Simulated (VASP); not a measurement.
## TlZnCl3: single point with PBE

Crystal: TlZnCl3.

```
CELL_PARAMETERS angstrom
4.92564 0.00000 0.00000
0.00000 4.92564 0.00000
0.00000 0.00000 4.92564
ATOMIC_POSITIONS crystal
Tl 0.00000 0.00000 0.00000
Zn 0.50000 0.50000 0.50000
Cl 0.50000 0.50000 0.00000
Cl 0.50000 0.00000 0.50000
Cl 0.00000 0.50000 0.50000
```

```yaml
Program: VASP 6.6.1
Task: single point
Functional: PBE
Potentials_or_basis: VASP PAW PBE potentials, release 64 (Tl_d, Zn, Cl)
Cutoff: 520 eV
k_mesh: 4 × 4 × 4
Occupations: gaussian, width 0.01 eV
Spin: no spin polarisation
```

```
Pressure               : 1.2 GPa
Band gap on the k mesh : 1.60 eV (least direct gap 2.25 eV)
```

Levels at points of the mesh, in eV from the valence-band top:
```tsv
k point	band 20	band 21	band 22	band 23	band 24	band 25	band 26	band 27
(0.00, 0.00, 0.00)	-0.80	-0.65	-0.65	-0.65	1.60	7.06	7.06	7.06
(0.50, 0.00, 0.00)	-0.96	-0.60	-0.60	-0.11	4.16	4.65	6.08	6.08
(0.50, 0.50, 0.00)	-1.01	-0.45	-0.06	0.00	5.20	5.64	5.64	6.46
(0.50, 0.50, 0.50)	-0.05	-0.01	-0.01	-0.01	6.57	6.57	6.57	6.76
```

Run time: 17 s on 1 thread of Intel(R) Xeon(R) 6975P-C (Granite Rapids), with other jobs on the host, peak memory 0.26 GiB.

Caveat: spin-orbit coupling is left out, which moves the levels of the heavy elements. A k mesh can miss the band edges.
